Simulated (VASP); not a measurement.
**Ni: single point with RPBE**

The system is Ni.

```xyz
2
Lattice="0.0000 2.5820 2.5820 2.5820 0.0000 2.5820 2.5820 2.5820 0.0000" Properties=species:S:1:pos:R:3 pbc="T T T"
Ni    0.6455    0.6455    0.6455
Ni    4.5185    4.5185    4.5185
```

This isn't the form of Ni at room conditions, which is fcc.

```json
{"Program": "VASP 6.6.1", "Task": "single point", "Functional": "RPBE", "Potentials or basis": "VASP PAW PBE potentials, release 64 (Ni)", "Cutoff": "520 eV", "k mesh": "12 × 12 × 12", "Occupations": "fermi-dirac, width 0.05 eV", "Spin": "collinear spin, ferromagnetic start", "Starting moments": "[-0.852, -0.852] μB"}
```

- Pressure: 0.1 GPa
- Net moment: -1.57 μB per cell
- Site moments: Ni -0.80 μB
- Valence electrons inside the program's atomic spheres: Ni 9.16

Levels at points of the mesh, in eV from the Fermi level:
Spin up:
| k point | band 5 | band 6 | band 7 | band 8 | band 9 | band 10 | band 11 | band 12 | band 13 | band 14 |
| --- | --- | --- | --- | --- | --- | --- | --- | --- | --- | --- |
| (0.00, 0.00, 0.00) | -2.27 | -2.27 | -0.83 | -0.83 | -0.83 | 0.10 | 0.10 | 11.41 | 11.41 | 11.41 |
| (0.50, 0.00, 0.00) | -2.20 | -2.20 | -1.40 | -0.54 | -0.54 | -0.01 | -0.01 | 0.98 | 8.31 | 8.31 |
| (0.50, 0.50, 0.00) | -1.95 | -1.95 | -1.06 | -1.06 | 0.13 | 0.13 | 1.35 | 1.35 | 4.32 | 4.32 |
Spin down:
| k point | band 9 | band 10 | band 11 | band 12 | band 13 | band 14 |
| --- | --- | --- | --- | --- | --- | --- |
| (0.00, 0.00, 0.00) | -1.69 | -0.81 | -0.81 | 11.29 | 11.29 | 11.29 |
| (0.50, 0.00, 0.00) | -1.35 | -0.96 | -0.96 | 0.24 | 8.25 | 8.25 |
| (0.50, 0.50, 0.00) | -0.84 | -0.84 | 0.86 | 0.86 | 4.37 | 4.37 |

Wall time 45 s on 1 thread of Intel(R) Xeon(R) 6975P-C (Granite Rapids) (shared host), peak memory 0.21 GiB.

Caveat: the PAW data sets were made with another functional, which shifts forces and pressure a little.
